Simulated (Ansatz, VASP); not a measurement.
**B in VASP and in Ansatz**

```
B
1.0
     2.34611    0.00000    0.00000
     0.00000    2.34611    0.00000
     0.00000    0.00000    1.58579
B
1
Direct
  0.50000 0.50000 0.50000
```

Alike in both runs: task relaxation of cell and atoms; functional r2SCAN; k mesh 11 × 11 × 16; occupations fermi-dirac, width 0.05 eV; no spin polarisation.

```csv
,VASP,Ansatz
version,VASP 6.6.1,Ansatz 0.2.0
potentials or method,"VASP PAW PBE potentials, release 64 (B)",Ansatz PAW
plane-wave cutoff (eV),600,500
valence electrons in the cell,3,3
```

```csv
,VASP,Ansatz,Ansatz less VASP
"gap on the k mesh at the Fermi level, each at its own relaxed structure (eV)",none,none,-
relaxed volume (Å³/atom),8.86,8.82,-0.049
relaxed cell length with the largest relative difference (Å),2.370,2.362,-0.0080
```

VASP's potentials were made for PBE, not for r2SCAN. A gap of «none» marks a metal or a gap that the smearing closes.

Noted on Ansatz's run: the plane-wave basis is chosen anew once the cell has moved, so the energies of steps on either side of that aren't comparable.
